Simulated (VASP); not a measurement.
# Be (Fd-3m) in VASP: further runs

Runs on Be. Level: PBEsol. Tasks: single point.

All numbers are computed with VASP 6.6.1; they aren't measurements. Logs are shortened: lines on timing, memory, paths and dates and some standing lists are left out, and cuts for length are marked.

## Step 1: The cell of the first run

The structure is cubic, space group Fd-3m (No. 227). Conventional cell: a = 3.957 Å, b = 3.957 Å, c = 3.957 Å, α = 90.00°, β = 90.00°, γ = 90.00°. Within 2.3 Å of Be (site symmetry -43m) lie 4 Be at 1.71 Å.

## Step 2: Single point, PBEsol

The input, INCAR:

```
SYSTEM = Be
  PREC = Accurate
  ENCUT = 520
  EDIFF = 1E-7
  ISMEAR = -1
  SIGMA = 0.1
  LREAL = .False.
  LASPH = .True.
  NELM = 80
  ALGO = Normal
  ISIF = 2
  LWAVE = .False.
  LCHARG = .True.
  GGA = PS
  LELF = .True.
  LVHAR = .True.
  NBANDS = 9
```

The input, KPOINTS:

```
regular mesh
0
Gamma
  17 17 17
  0 0 0
```

The input, POSCAR:

```
Be
1.0
    0.0000000000      1.9785640486      1.9785640486
    1.9785640486      0.0000000000      1.9785640486
    1.9785640486      1.9785640486      0.0000000000
Be
2
Direct
   -0.1250000000     -0.1250000000     -0.1250000000
    0.1250000000      0.1250000000      0.1250000000
```

Potentials or basis: VASP PAW PBE potentials, release 64 (Be).

Launch:

```bash
$ cat potpaw_PBE.64/Be/POTCAR > POTCAR
$ mpirun -np 1 vasp_std > vasp.out
```

OUTCAR:

```text
SYSTEM = Be
   PREC = Accurate
   ENCUT = 520
   EDIFF = 1E-7
   ISMEAR = -1
   LREAL = .False.
   LASPH = .True.
   NELM = 80
   ISIF = 2
   GGA = PS

 ion  position               nearest neighbor table
   1  0.875  0.875  0.875-   2 1.71   2 1.71   2 1.71   2 1.71
   2  0.125  0.125  0.125-   1 1.71   1 1.71   1 1.71   1 1.71

  LATTYP: Found a face centered cubic cell.
 ALAT       =     3.9571280972

  Lattice vectors:

 A1 = (   0.0000000000,   1.9785640486,   1.9785640486)
 A2 = (   1.9785640486,   0.0000000000,   1.9785640486)
 A3 = (   1.9785640486,   1.9785640486,   0.0000000000)

Analysis of symmetry for initial positions (statically):
=====================================================================
 Subroutine PRICEL returns:
 Original cell was already a primitive cell.

 Routine SETGRP: Setting up the symmetry group for a
 face centered cubic supercell.

 Subroutine GETGRP returns: Found 48 space group operations
 (whereof 12 operations were pure point group operations)
 out of a pool of 48 trial point group operations.

The static configuration has the point symmetry D_3d.
 The point group associated with its full space group is O_h .

Analysis of symmetry for dynamics (positions and initial velocities):
=====================================================================
 Subroutine PRICEL returns:
 Original cell was already a primitive cell.

 Routine SETGRP: Setting up the symmetry group for a
 face centered cubic supercell.

 Subroutine GETGRP returns: Found 48 space group operations
 (whereof 12 operations were pure point group operations)
 out of a pool of 48 trial point group operations.

The dynamic configuration has the point symmetry D_3d.
 The point group associated with its full space group is O_h .

 Subroutine INISYM returns: Found 48 space group operations
 (whereof 12 operations are pure point group operations),
 and found     1 'primitive' translations

----------------------------------------------------------------------------------------

                                     Primitive cell

  volume of cell :      15.4910

  direct lattice vectors                    reciprocal lattice vectors
     0.000000000  1.978564049  1.978564049    -0.252708524  0.252708524  0.252708524
     1.978564049  0.000000000  1.978564049     0.252708524 -0.252708524  0.252708524
     1.978564049  1.978564049  0.000000000     0.252708524  0.252708524 -0.252708524

  length of vectors
     2.798112112  2.798112112  2.798112112     0.437704003  0.437704003  0.437704003

  position of ions in fractional coordinates (direct lattice)
     0.875000000  0.875000000  0.875000000
     0.125000000  0.125000000  0.125000000

  ion indices of the primitive-cell ions
   primitive index   ion index
                 1           1
                 2           2

----------------------------------------------------------------------------------------

 KPOINTS: regular mesh

Automatic generation of k-mesh.
 Grid dimensions read from file:
 generate k-points for:   17   17   17

 Generating k-lattice:

  Cartesian coordinates                     Fractional coordinates (reciprocal lattice)
    -0.014865207  0.014865207  0.014865207     0.058823529  0.000000000  0.000000000
     0.014865207 -0.014865207  0.014865207     0.000000000  0.058823529  0.000000000
     0.014865207  0.014865207 -0.014865207     0.000000000  0.000000000  0.058823529

  Length of vectors
     0.025747294  0.025747294  0.025747294

  Shift w.r.t. Gamma in fractional coordinates (k-lattice)
     0.000000000  0.000000000  0.000000000

 Subroutine IBZKPT returns following result:
 ===========================================

 Found    165 irreducible k-points:

 Following reciprocal coordinates:
            Coordinates               Weight
  0.000000  0.000000  0.000000      1.000000
  0.058824  0.000000  0.000000      8.000000
  0.117647  0.000000  0.000000      8.000000
  0.176471  0.000000  0.000000      8.000000
  0.235294  0.000000  0.000000      8.000000
  0.294118  0.000000  0.000000      8.000000
[... 16 lines left out ...]
 -0.176471  0.058824  0.000000     24.000000
 -0.117647  0.058824  0.000000     24.000000
 [... further k-points ...]
   k-points           NKPTS =    165   k-points in BZ     NKDIM =    165   number of bands    NBANDS=      9
   number of dos      NEDOS =    301   number of ions     NIONS =      2
   total plane-waves  NPLWV =  13824
   dimension x,y,z NGX =    24 NGY =   24 NGZ =   24
   dimension x,y,z NGXF=    48 NGYF=   48 NGZF=   48
   ions per type =               2
   NGX,Y,Z   is equivalent  to a cutoff of  14.26, 14.26, 14.26 a.u.
   NGXF,Y,Z  is equivalent  to a cutoff of  28.52, 28.52, 28.52 a.u.
 SYSTEM =  Be
   PREC   = accura    normal or accurate (medium, high low for compatibility)
   ISTART =      0    job   : 0-new  1-cont  2-samecut
   ICHARG =      2    charge: 1-file 2-atom 10-const
   ISPIN  =      1    spin polarized calculation?
   LNONCOLLINEAR =      F non collinear calculations
   LSORBIT =      F    spin-orbit coupling
   LASPH  =      T    aspherical Exc in radial PAW
   ENCUT  =  520.0 eV  38.22 Ry    6.18 a.u.   5.20  5.20  5.20*2*pi/ulx,y,z
   NELM   =     80;   NELMIN=  2; NELMDL= -5     # of ELM steps
   EDIFF  = 0.1E-06   stopping-criterion for ELM
   LREAL  =      F    real-space projection
   EDIFFG = 0.1E-05   stopping-criterion for IOM
   NSW    =      0    number of steps for IOM
   IBRION =     -1    ionic relax: 0-MD 1-quasi-New 2-CG
   NFREE  =      0    steps in history (QN), initial steepest desc. (CG)
   ISIF   =      2    stress and relaxation
   ISYM   =      2    0-nonsym 1-usesym 2-fastsym
   POTIM  = 0.5000    time-step for ionic-motion
   TEBEG  =    0.0;   TEEND  =   0.0 temperature during run
   PSTRESS=    0.0 pullay stress
   NELECT =       4.0000    total number of electrons
   NUPDOWN=      -1.0000    fix difference up-down
   EMIN   =  10.00;   EMAX   =-10.00  energy-range for DOS
   EFERMI =   0.00;   METHOD = LEGACY
   ISMEAR =    -1;   SIGMA  =   0.10  broadening in eV -4-tet -1-fermi 0-gaus
   EFERMI_NEDOS =   21; number of points for ismear=-14 and -15
   IALGO  =     38    algorithm
   IMIX   =      4    mixing-type and parameters
     AMIX     =   0.40;   BMIX     =  1.00
     AMIX_MAG =   1.60;   BMIX_MAG =  1.00
  volume/ion in A,a.u.               =       7.75        52.27
  Fermi-wavevector in a.u.,A,eV,Ry     =   1.042481  1.970003 14.786351  1.086766
  Thomas-Fermi vector in A             =   2.177148
   LORBIT       =      0    0 simple, 1 ext, 2 COOP (PROOUT), +10 PAW based schemes
   GGA     = PS    functional components
   LHFCALC =     F    Hartree Fock is set to
   AEXX    =    0.0000 exact exchange contribution
   IVDW    =     0    specifies the selected vdW correction
   LEPSILON=     F    determine dielectric tensor
   LRPA    =     F    only Hartree local field effects (RPA)
 non-spin polarized calculation
  energy-cutoff  :      520.00
  volume of cell :       15.49
 maximum number of plane-waves:       431
 NGX is ok and might be reduce to    24
   NGX = 11   NGY = 11   NGZ = 11

 number of electron       4.0000000 magnetization

 Free energy of the ion-electron system (eV)
  ---------------------------------------------------
  ext. energy  EPLUGINS =         0.00000000
  ---------------------------------------------------
  free energy    TOTEN  =        -2.48540663 eV

  energy without entropy =       -2.46112184  energy(sigma->0) =       -2.47326424

 E-fermi :   6.2065     XC(G=0): -10.5990

 val. band max:        6.1944215271   @ k =  -0.2941   0.4118   0.1765
 cond. band min:       6.2075781868   @ k =   0.2941   0.0000   0.0000
 fundamental gap:      0.0131566597
 Fermi energy:         6.2065072878

 k-point     1 :       0.0000    0.0000    0.0000
  band No.  band energies     occupation
      1      -4.1583      2.00000
      2      13.6118      0.00000
      3      13.6118      0.00000
      4      13.6118      0.00000
      5      16.7656      0.00000
      6      16.7656      0.00000
      7      16.7656      0.00000
      8      28.8754      0.00000
      9      29.5139      0.00000

 k-point     2 :       0.0588    0.0000    0.0000
  band No.  band energies     occupation
      1      -4.0881      2.00000
      2      12.7759      0.00000
      3      13.3663      0.00000
      4      13.3663      0.00000
      5      17.0778      0.00000
      6      17.0778      0.00000
      7      17.5431      0.00000
      8      27.7058      0.00000
      9      28.0991      0.00000

 k-point     3 :       0.1176    0.0000    0.0000
  band No.  band energies     occupation
      1      -3.8781      2.00000
      2      11.2065      0.00000
      3      12.8372      0.00000
      4      12.8372      0.00000
      5      17.7613      0.00000
      6      17.7613      0.00000
      7      18.9323      0.00000
      8      26.3692      0.00000
      9      26.7788      0.00000

 k-point     4 :       0.1765    0.0000    0.0000
  band No.  band energies     occupation
      1      -3.5295      2.00000
      2       9.5070      0.00000
      3      12.2690      0.00000
      4      12.2690      0.00000
      5      18.4247      0.00000
      6      18.4247      0.00000
      7      20.3159      0.00000
      8      25.2691      0.00000
      9      26.0387      0.00000

 k-point     5 :       0.2353    0.0000    0.0000
  band No.  band energies     occupation
      1      -3.0454      2.00000
      2       7.8208      0.00000
      3      11.7623      0.00000
      4      11.7623      0.00000
      5      18.7644      0.00000
      6      18.7644      0.00000
      7      21.5280      0.00000
      8      24.4155      0.00000
      9      26.0941      0.00000

 k-point     6 :       0.2941    0.0000    0.0000
  band No.  band energies     occupation
      1      -2.4318      2.00000
      2       6.2076      0.99465
      3      11.3511      0.00000
      4      11.3511      0.00000
      5      18.7073      0.00000
      6      18.7073      0.00000
      7      22.4644      0.00000
      8      23.8274      0.00000
      9      26.9849      0.00000
[... 169 lines left out ...]
 k-point    21 :      -0.2941    0.0588    0.0000
  band No.  band energies     occupation
      1      -2.1358      2.00000
      2       5.7391      1.98150
      3      10.4389      0.00000
      4      11.5902      0.00000
      5      18.4093      0.00000
      6      18.9665      0.00000
      7      22.6784      0.00000
      8      24.0379      0.00000
      9      26.1969      0.00000

 k-point    22 :      -0.2353    0.0588    0.0000
  band No.  band energies     occupation
      1      -2.7911      2.00000
      2       7.3094      0.00003
      3      10.7120      0.00000
      4      12.0959      0.00000
      5      18.3907      0.00000
      6      19.3679      0.00000
      7      21.8577      0.00000
      8      24.1180      0.00000
      9      25.1119      0.00000

 k-point    23 :      -0.1765    0.0588    0.0000
  band No.  band energies     occupation
      1      -3.3199      2.00000
      2       8.9593      0.00000
      3      11.1138      0.00000
      4      12.6464      0.00000
      5      18.0605      0.00000
      6      19.3999      0.00000
      7      20.7943      0.00000
      8      24.3298      0.00000
      9      24.8318      0.00000

 k-point    24 :      -0.1176    0.0588    0.0000
  band No.  band energies     occupation
      1      -3.7145      2.00000
      2      10.6319      0.00000
      3      11.6303      0.00000
      4      13.1723      0.00000
      5      17.4786      0.00000
      6      18.9146      0.00000
      7      19.5406      0.00000
      8      25.0157      0.00000
      9      25.3670      0.00000

 [... further k-points ...]
[... 5 lines left out ...]
  --------------------------------------------------------------------------------------
  -------------------------------------------------------------------------------------
  Total        7.7936071      7.7936071      7.7936071      0.0000000      0.0000000      0.0000000
  in kB      806.0625701    806.0625701    806.0625701      0.0000000      0.0000000      0.0000000
  external PRESSURE =     806.0625701 kB  Pullay stress =       0.0000000 kB

 VOLUME and BASIS-vectors are now :
 -----------------------------------------------------------------------------
  energy-cutoff  :      520.00
  volume of cell :       15.49
      direct lattice vectors                 reciprocal lattice vectors
     0.000000000  1.978564049  1.978564049    -0.252708524  0.252708524  0.252708524
     1.978564049  0.000000000  1.978564049     0.252708524 -0.252708524  0.252708524
     1.978564049  1.978564049  0.000000000     0.252708524  0.252708524 -0.252708524

 POSITION                                       TOTAL-FORCE (eV/Angst)
 -----------------------------------------------------------------------------------
      3.46249      3.46249      3.46249        -0.000000     -0.000000     -0.000000
      0.49464      0.49464      0.49464         0.000000      0.000000      0.000000
 -----------------------------------------------------------------------------------
    total drift:                                0.000000      0.000000     -0.000000

  FREE ENERGIE OF THE ION-ELECTRON SYSTEM (eV)
  ---------------------------------------------------
  free  energy   TOTEN  =        -2.4854066284 eV

  energy  without entropy=       -2.4611218441  energy(sigma->0) =       -2.47326424
```

It took 14 s on 1 thread of Intel Xeon 6975P-C, shared host; peak memory 0.14 GiB.

Results:

```yaml
Free_energy: -2.4854 eV
Pressure: 80.6 GPa
Band_gap_on_the_k_mesh: zero (band 2 reaches 13.61 eV, above the bottom of band 3 at 4.48 eV)
```

Levels at points of the mesh, in eV from the Fermi level:
| k point | band 1 | band 2 | band 3 | band 4 | band 5 | band 6 |
| --- | --- | --- | --- | --- | --- | --- |
| (0.00, 0.00, 0.00) | -10.36 | 7.41 | 7.41 | 7.41 | 10.56 | 10.56 |

Caveat: the PAW data sets were made with another functional, which shifts forces and pressure a little.

## Step 3: Single point, PBEsol

The input, INCAR:

```
ALGO = Normal
EDIFF = 1E-6
ENCUT = 520
GGA = PS
ISIF = 2
ISMEAR = -1
LASPH = T
LCHARG = F
LREAL = F
LWAVE = F
NBANDS = 9
NELM = 60
PREC = Accurate
SIGMA = 0.1
```

The input, KPOINTS:

```
k-points
0
Gamma
  17 17 17
```

The input, POSCAR:

```
Be
1.0
    0.0000000000      1.9781537178      1.9781537178
    1.9781537178      0.0000000000      1.9781537178
    1.9781537178      1.9781537178      0.0000000000
Be
2
Direct
   -0.1250000000     -0.1250000000     -0.1250000000
    0.1250000000      0.1250000000      0.1250000000
```

Potentials or basis: VASP PAW PBE potentials, release 64 (Be).

Launch:

```bash
$ cat potpaw_PBE.64/Be/POTCAR > POTCAR
$ mpirun -np 1 vasp_std > vasp.out
```

OUTCAR:

```text
EDIFF = 1E-6
   ENCUT = 520
   GGA = PS
   ISIF = 2
   ISMEAR = -1
   LASPH = T
   LREAL = F
   NELM = 60
   PREC = Accurate

 ion  position               nearest neighbor table
   1  0.875  0.875  0.875-   2 1.71   2 1.71   2 1.71   2 1.71
   2  0.125  0.125  0.125-   1 1.71   1 1.71   1 1.71   1 1.71

  LATTYP: Found a face centered cubic cell.
 ALAT       =     3.9563074356

  Lattice vectors:

 A1 = (   0.0000000000,   1.9781537178,   1.9781537178)
 A2 = (   1.9781537178,   0.0000000000,   1.9781537178)
 A3 = (   1.9781537178,   1.9781537178,   0.0000000000)

Analysis of symmetry for initial positions (statically):
=====================================================================
 Subroutine PRICEL returns:
 Original cell was already a primitive cell.

 Routine SETGRP: Setting up the symmetry group for a
 face centered cubic supercell.

 Subroutine GETGRP returns: Found 48 space group operations
 (whereof 12 operations were pure point group operations)
 out of a pool of 48 trial point group operations.

The static configuration has the point symmetry D_3d.
[... 162 lines left out ...]

 E-fermi :   6.2121     XC(G=0): -10.6011

 val. band max:        6.2002958747   @ k =  -0.2941   0.4118   0.1765
 cond. band min:       6.2133552824   @ k =   0.2941   0.0000   0.0000
 fundamental gap:      0.0130594077
 Fermi energy:         6.2121420959

 k-point     1 :       0.0000    0.0000    0.0000
  band No.  band energies     occupation
      1      -4.1561      2.00000
      2      13.6204      0.00000
      3      13.6204      0.00000
      4      13.6204      0.00000
      5      16.7749      0.00000
      6      16.7749      0.00000
      7      16.7749      0.00000
      8      28.8900      0.00000
      9      29.5309      0.00000
[... 265 lines left out ...]
 k-point    24 :      -0.1176    0.0588    0.0000
  band No.  band energies     occupation
      1      -3.7123      2.00000
      2      10.6391      0.00000
      3      11.6378      0.00000
      4      13.1808      0.00000
      5      17.4883      0.00000
      6      18.9252      0.00000
      7      19.5517      0.00000
      8      25.0275      0.00000
      9      25.3787      0.00000

 [... further k-points ...]
[... 5 lines left out ...]
  --------------------------------------------------------------------------------------
  -------------------------------------------------------------------------------------
  Total        7.8043678      7.8043678      7.8043678      0.0000000      0.0000000      0.0000000
  in kB      807.6779090    807.6779090    807.6779090      0.0000000      0.0000000      0.0000000
  external PRESSURE =     807.6779090 kB  Pullay stress =       0.0000000 kB

 VOLUME and BASIS-vectors are now :
 -----------------------------------------------------------------------------
  energy-cutoff  :      520.00
  volume of cell :       15.48
      direct lattice vectors                 reciprocal lattice vectors
     0.000000000  1.978153718  1.978153718    -0.252760943  0.252760943  0.252760943
     1.978153718  0.000000000  1.978153718     0.252760943 -0.252760943  0.252760943
     1.978153718  1.978153718  0.000000000     0.252760943  0.252760943 -0.252760943

 POSITION                                       TOTAL-FORCE (eV/Angst)
 -----------------------------------------------------------------------------------
      3.46177      3.46177      3.46177         0.000000      0.000000     -0.000000
      0.49454      0.49454      0.49454        -0.000000     -0.000000      0.000000
 -----------------------------------------------------------------------------------
    total drift:                                0.000000      0.000000     -0.000000

  FREE ENERGIE OF THE ION-ELECTRON SYSTEM (eV)
  ---------------------------------------------------
  free  energy   TOTEN  =        -2.4805541028 eV

  energy  without entropy=       -2.4562700175  energy(sigma->0) =       -2.46841206
```

It took 13 s on 1 thread of Intel Xeon 6975P-C, shared host; peak memory 0.14 GiB.

Results:

```yaml
Free_energy: -2.4806 eV
Pressure: 80.8 GPa
Band_gap_on_the_k_mesh: zero (band 2 reaches 13.62 eV, above the bottom of band 3 at 4.49 eV)
```

Caveat: the PAW data sets were made with another functional, which shifts forces and pressure a little.
